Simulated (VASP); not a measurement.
# FeCo (Pm-3m) in VASP: a series of runs

FeCo is run at these levels: PBE; tasks: electric field gradients.

All numbers are computed with VASP 6.6.1; they aren't measurements. Logs are shortened: lines on timing, memory, paths and dates and some standing lists are left out, and cuts for length are marked.

### Step 1. The cell of the first run

The structure is cubic, space group Pm-3m (No. 221). Conventional cell: a = 2.809 Å, b = 2.809 Å, c = 2.809 Å, α = 90.00°, β = 90.00°, γ = 90.00°. Fe (site symmetry m-3m) has 8 Co at 2.43 Å and 6 Fe at 2.81 Å within 3.2 Å. Co (site symmetry m-3m) has 8 Fe at 2.43 Å and 6 Co at 2.81 Å within 3.2 Å.

### Step 2. Electric field gradients, PBE, collinear spin, ferromagnetic start (11.08 Å³/atom)

The input, INCAR:

```
SYSTEM = FeCo
ALGO = Normal
EDIFF = 1E-8
ENCUT = 520
GGA = PE
GGA_COMPAT = .False.
ISIF = 2
ISMEAR = -1
ISPIN = 2
LASPH = .True.
LCHARG = .False.
LEFG = .True.
LMAXMIX = 4
LORBIT = 11
LREAL = .False.
LWAVE = .False.
MAGMOM = 3 2
NBANDS = 20
NELM = 200
PREC = Accurate
SIGMA = 0.05
```

The input, KPOINTS:

```
k-points
0
Gamma
  11 11 11
  0 0 0
```

The input, POSCAR:

```
FeCo
1.0
    2.8085669146      0.0000000000      0.0000000000
    0.0000000000      2.8085669146      0.0000000000
    0.0000000000      0.0000000000      2.8085669146
Fe Co
1 1
Direct
    0.5000000000      0.5000000000      0.5000000000
    0.0000000000      0.0000000000      0.0000000000
```

Potentials or basis: VASP PAW PBE potentials, release 64 (Fe, Co).

Launch:

```sh
$ cat potpaw_PBE.64/Fe/POTCAR potpaw_PBE.64/Co/POTCAR > POTCAR
$ mpirun -np 1 vasp_std > vasp.out
```

OUTCAR:

```text
SYSTEM = FeCo
   EDIFF = 1E-8
   ENCUT = 520
   GGA = PE
   ISIF = 2
   ISMEAR = -1
   ISPIN = 2
   LASPH = .True.
   LORBIT = 11
   LREAL = .False.
   NELM = 200
   PREC = Accurate

 ion  position               nearest neighbor table
   1  0.500  0.500  0.500-   2 2.43   2 2.43   2 2.43   2 2.43   2 2.43   2 2.43   2 2.43   2 2.43

   2  0.000  0.000  0.000-   1 2.43   1 2.43   1 2.43   1 2.43   1 2.43   1 2.43   1 2.43   1 2.43

  LATTYP: Found a simple cubic cell.
 ALAT       =     2.8085669146

  Lattice vectors:

 A1 = (   2.8085669146,   0.0000000000,   0.0000000000)
 A2 = (   0.0000000000,   2.8085669146,   0.0000000000)
 A3 = (   0.0000000000,   0.0000000000,   2.8085669146)

Analysis of symmetry for initial positions (statically):
=====================================================================
 Subroutine PRICEL returns:
 Original cell was already a primitive cell.

 Routine SETGRP: Setting up the symmetry group for a
 simple cubic supercell.

 Subroutine GETGRP returns: Found 48 space group operations
 (whereof 48 operations were pure point group operations)
 out of a pool of 48 trial point group operations.

The static configuration has the point symmetry O_h .

Analysis of symmetry for dynamics (positions and initial velocities):
=====================================================================
 Subroutine PRICEL returns:
 Original cell was already a primitive cell.

 Routine SETGRP: Setting up the symmetry group for a
 simple cubic supercell.

 Subroutine GETGRP returns: Found 48 space group operations
 (whereof 48 operations were pure point group operations)
 out of a pool of 48 trial point group operations.

The dynamic configuration has the point symmetry O_h .

Analysis of structural, dynamic, and magnetic symmetry:
=====================================================================
 Subroutine PRICEL returns:
 Original cell was already a primitive cell.

 Routine SETGRP: Setting up the symmetry group for a
 simple cubic supercell.

 Subroutine GETGRP returns: Found 48 space group operations
 (whereof 48 operations were pure point group operations)
 out of a pool of 48 trial point group operations.

The overall configuration has the point symmetry O_h .

 Subroutine INISYM returns: Found 48 space group operations
 (whereof 48 operations are pure point group operations),
 and found     1 'primitive' translations

----------------------------------------------------------------------------------------

                                     Primitive cell

  volume of cell :      22.1541

  direct lattice vectors                    reciprocal lattice vectors
     2.808566915  0.000000000  0.000000000     0.356053472  0.000000000  0.000000000
     0.000000000  2.808566915  0.000000000     0.000000000  0.356053472  0.000000000
     0.000000000  0.000000000  2.808566915     0.000000000  0.000000000  0.356053472

  length of vectors
     2.808566915  2.808566915  2.808566915     0.356053472  0.356053472  0.356053472

  position of ions in fractional coordinates (direct lattice)
     0.500000000  0.500000000  0.500000000
     0.000000000  0.000000000  0.000000000

  ion indices of the primitive-cell ions
   primitive index   ion index
                 1           1
                 2           2

----------------------------------------------------------------------------------------

 KPOINTS: k-points

Automatic generation of k-mesh.
 Grid dimensions read from file:
 generate k-points for:   11   11   11

 Generating k-lattice:

  Cartesian coordinates                     Fractional coordinates (reciprocal lattice)
     0.032368497  0.000000000  0.000000000     0.090909091  0.000000000  0.000000000
     0.000000000  0.032368497  0.000000000     0.000000000  0.090909091  0.000000000
     0.000000000  0.000000000  0.032368497     0.000000000  0.000000000  0.090909091

  Length of vectors
     0.032368497  0.032368497  0.032368497

  Shift w.r.t. Gamma in fractional coordinates (k-lattice)
     0.000000000  0.000000000  0.000000000

 Subroutine IBZKPT returns following result:
 ===========================================

 Found     56 irreducible k-points:

 Following reciprocal coordinates:
            Coordinates               Weight
  0.000000  0.000000  0.000000      1.000000
  0.090909  0.000000  0.000000      6.000000
  0.181818  0.000000  0.000000      6.000000
  0.272727  0.000000  0.000000      6.000000
  0.363636  0.000000  0.000000      6.000000
  0.454545  0.000000  0.000000      6.000000
[... 16 lines left out ...]
  0.181818  0.090909  0.090909     24.000000
  0.272727  0.090909  0.090909     24.000000
 [... further k-points ...]
   k-points           NKPTS =     56   k-points in BZ     NKDIM =     56   number of bands    NBANDS=     20
   number of dos      NEDOS =    301   number of ions     NIONS =      2
   total plane-waves  NPLWV =  13824
   dimension x,y,z NGX =    24 NGY =   24 NGZ =   24
   dimension x,y,z NGXF=    48 NGYF=   48 NGZF=   48
   ions per type =               1   1
   NGX,Y,Z   is equivalent  to a cutoff of  14.21, 14.21, 14.21 a.u.
   NGXF,Y,Z  is equivalent  to a cutoff of  28.41, 28.41, 28.41 a.u.
 SYSTEM =  FeCo
   PREC   = accura    normal or accurate (medium, high low for compatibility)
   ISTART =      0    job   : 0-new  1-cont  2-samecut
   ICHARG =      2    charge: 1-file 2-atom 10-const
   ISPIN  =      2    spin polarized calculation?
   LNONCOLLINEAR =      F non collinear calculations
   LSORBIT =      F    spin-orbit coupling
   LASPH  =      T    aspherical Exc in radial PAW
   ENCUT  =  520.0 eV  38.22 Ry    6.18 a.u.   5.22  5.22  5.22*2*pi/ulx,y,z
   NELM   =    200;   NELMIN=  2; NELMDL= -5     # of ELM steps
   EDIFF  = 0.1E-07   stopping-criterion for ELM
   LREAL  =      F    real-space projection
   EDIFFG = 0.1E-06   stopping-criterion for IOM
   NSW    =      0    number of steps for IOM
   IBRION =     -1    ionic relax: 0-MD 1-quasi-New 2-CG
   NFREE  =      0    steps in history (QN), initial steepest desc. (CG)
   ISIF   =      2    stress and relaxation
   ISYM   =      2    0-nonsym 1-usesym 2-fastsym
   POTIM  = 0.5000    time-step for ionic-motion
   TEBEG  =    0.0;   TEEND  =   0.0 temperature during run
   PSTRESS=    0.0 pullay stress
   NELECT =      17.0000    total number of electrons
   NUPDOWN=      -1.0000    fix difference up-down
   EMIN   =  10.00;   EMAX   =-10.00  energy-range for DOS
   EFERMI =   0.00;   METHOD = LEGACY
   ISMEAR =    -1;   SIGMA  =   0.05  broadening in eV -4-tet -1-fermi 0-gaus
   EFERMI_NEDOS =   21; number of points for ismear=-14 and -15
   IALGO  =     38    algorithm
   IMIX   =      4    mixing-type and parameters
     AMIX     =   0.40;   BMIX     =  1.00
     AMIX_MAG =   1.60;   BMIX_MAG =  1.00
  volume/ion in A,a.u.               =      11.08        74.75
  Fermi-wavevector in a.u.,A,eV,Ry     =   1.498786  2.832295 30.563586  2.246360
  Thomas-Fermi vector in A             =   2.610500
   LORBIT       =     11    0 simple, 1 ext, 2 COOP (PROOUT), +10 PAW based schemes
   GGA     = PE    functional components
   LHFCALC =     F    Hartree Fock is set to
   AEXX    =    0.0000 exact exchange contribution
   IVDW    =     0    specifies the selected vdW correction
   LEPSILON=     F    determine dielectric tensor
   LRPA    =     F    only Hartree local field effects (RPA)
 spin polarized calculation
  energy-cutoff  :      520.00
  volume of cell :       22.15
 maximum number of plane-waves:       619
 NGX is ok and might be reduce to    24
   NGX = 11   NGY = 11   NGZ = 11

 number of electron      17.0000004 magnetization       4.4088015

 Free energy of the ion-electron system (eV)
  ---------------------------------------------------
  ext. energy  EPLUGINS =         0.00000000
  ---------------------------------------------------
  free energy    TOTEN  =       -15.39277076 eV

  energy without entropy =      -15.37973616  energy(sigma->0) =      -15.38625346

 E-fermi :   8.5725     XC(G=0): -13.2655

 val. band max:        8.5699457746   @ k =   0.4545   0.0909   0.0000
 cond. band min:       8.5785603613   @ k =   0.3636   0.2727   0.0000
 fundamental gap:      0.0086145867
 Fermi energy:         8.5725327097

 spin component 1

 k-point     1 :       0.0000    0.0000    0.0000
  band No.  band energies     occupation
      1      -0.6863      1.00000
      2       2.9744      1.00000
      3       2.9744      1.00000
      4       5.4119      1.00000
      5       5.4119      1.00000
      6       5.4119      1.00000
[... 12 lines left out ...]
     19      33.4208      0.00000
     20      33.4208      0.00000

 k-point     2 :       0.0909    0.0000    0.0000
  band No.  band energies     occupation
      1      -0.5134      1.00000
      2       3.0455      1.00000
      3       3.0474      1.00000
      4       5.4111      1.00000
      5       5.4111      1.00000
      6       5.4572      1.00000
[... 498 lines left out ...]
 k-point    24 :       0.2727    0.0909    0.0909
  band No.  band energies     occupation
      1       1.0805      1.00000
      2       3.6203      1.00000
      3       3.6714      1.00000
      4       5.1898      1.00000
      5       5.2207      1.00000
      6       6.1528      1.00000
[... 12 lines left out ...]
     19      32.5023      0.00000
     20      33.6336      0.00000

 [... further k-points ...]

 spin component 2

 k-point     1 :       0.0000    0.0000    0.0000
  band No.  band energies     occupation
      1      -0.5395      1.00000
      2       4.8065      1.00000
      3       4.8065      1.00000
      4       7.2872      1.00000
      5       7.2872      1.00000
      6       7.2872      1.00000
[... 12 lines left out ...]
     19      33.1863      0.00000
     20      33.1863      0.00000

 k-point     2 :       0.0909    0.0000    0.0000
  band No.  band energies     occupation
      1      -0.3658      1.00000
      2       4.8641      1.00000
      3       4.8908      1.00000
      4       7.2775      1.00000
      5       7.2775      1.00000
      6       7.3331      1.00000
[... 498 lines left out ...]
 k-point    24 :       0.2727    0.0909    0.0909
  band No.  band energies     occupation
      1       1.2644      1.00000
      2       5.2410      1.00000
      3       5.5825      1.00000
      4       6.9936      1.00000
      5       7.0470      1.00000
      6       7.7359      1.00000
[... 12 lines left out ...]
     19      32.6467      0.00000
     20      34.2148      0.00000

 [... further k-points ...]
[... 5 lines left out ...]
  --------------------------------------------------------------------------------------
  -------------------------------------------------------------------------------------
  Total        0.9587436      0.9587436      0.9587436     -0.0000000      0.0000000      0.0000000
  in kB       69.3359925     69.3359925     69.3359925     -0.0000000      0.0000000      0.0000000
  external PRESSURE =      69.3359925 kB  Pullay stress =       0.0000000 kB

 VOLUME and BASIS-vectors are now :
 -----------------------------------------------------------------------------
  energy-cutoff  :      520.00
  volume of cell :       22.15
      direct lattice vectors                 reciprocal lattice vectors
     2.808566915  0.000000000  0.000000000     0.356053472  0.000000000  0.000000000
     0.000000000  2.808566915  0.000000000     0.000000000  0.356053472  0.000000000
     0.000000000  0.000000000  2.808566915     0.000000000  0.000000000  0.356053472

 POSITION                                       TOTAL-FORCE (eV/Angst)
 -----------------------------------------------------------------------------------
      1.40428      1.40428      1.40428         0.000000      0.000000      0.000000
      0.00000      0.00000      0.00000         0.000000      0.000000      0.000000
 -----------------------------------------------------------------------------------
    total drift:                                0.000000      0.000000     -0.000000

  FREE ENERGIE OF THE ION-ELECTRON SYSTEM (eV)
  ---------------------------------------------------
  free  energy   TOTEN  =       -15.3927707605 eV

  energy  without entropy=      -15.3797361575  energy(sigma->0) =      -15.38625346

 Electric field gradients (V/A^2)
---------------------------------------------------------------------
 ion       V_xx      V_yy      V_zz      V_xy      V_xz      V_yz
---------------------------------------------------------------------
   1      -0.000    -0.000    -0.000    -0.000    -0.000     0.000
   2       0.000    -0.000     0.000     0.000     0.000     0.000
---------------------------------------------------------------------

 Electric field gradients after diagonalization (V/A^2)
 (convention: |V_zz| > |V_xx| > |V_yy|)
----------------------------------------------------------------------
 ion       V_xx      V_yy      V_zz     asymmetry (V_yy - V_xx)/ V_zz
----------------------------------------------------------------------
   1      -0.000    -0.000    -0.000      -0.774
   2       0.000    -0.000     0.000      -0.059
----------------------------------------------------------------------

           NMR quadrupolar parameters

 Cq : quadrupolar parameter    Cq=e*Q*V_zz/h
 eta: asymmetry parameters     (V_yy - V_xx)/ V_zz
 Q  : nuclear electric quadrupole moment in mb (millibarn)
----------------------------------------------------------------------
 ion       Cq(MHz)       eta       Q (mb)
----------------------------------------------------------------------
   1      -0.000      -0.774       1.000
   2       0.000      -0.059       1.000
----------------------------------------------------------------------

 total charge

# of ion       s       p       d       tot
------------------------------------------
    1        0.486   0.557   6.191   7.234
    2        0.499   0.540   7.267   8.305
--------------------------------------------------
tot          0.985   1.097  13.458  15.539

 magnetization (x)

# of ion       s       p       d       tot
------------------------------------------
    1       -0.002  -0.047   2.743   2.693
    2       -0.011  -0.057   1.794   1.725
--------------------------------------------------
tot         -0.014  -0.104   4.537   4.419
```

It took 50 s on 1 thread of AMD EPYC 7R13 (Zen 3), shared host; peak memory 0.14 GiB.

Results:

```
Free energy                                           : -15.3928 eV
Pressure                                              : 6.9 GPa
Net moment                                            : 4.41 μB per cell
Site moments                                          : Fe +2.69; Co +1.73 μB
Largest electric field gradient by atom               : zero within the noise of the run
Valence electrons inside the program's atomic spheres : Fe 7.23; Co 8.30
```

Caveat: the cell stands under pressure.

[end of part 1 of 2]
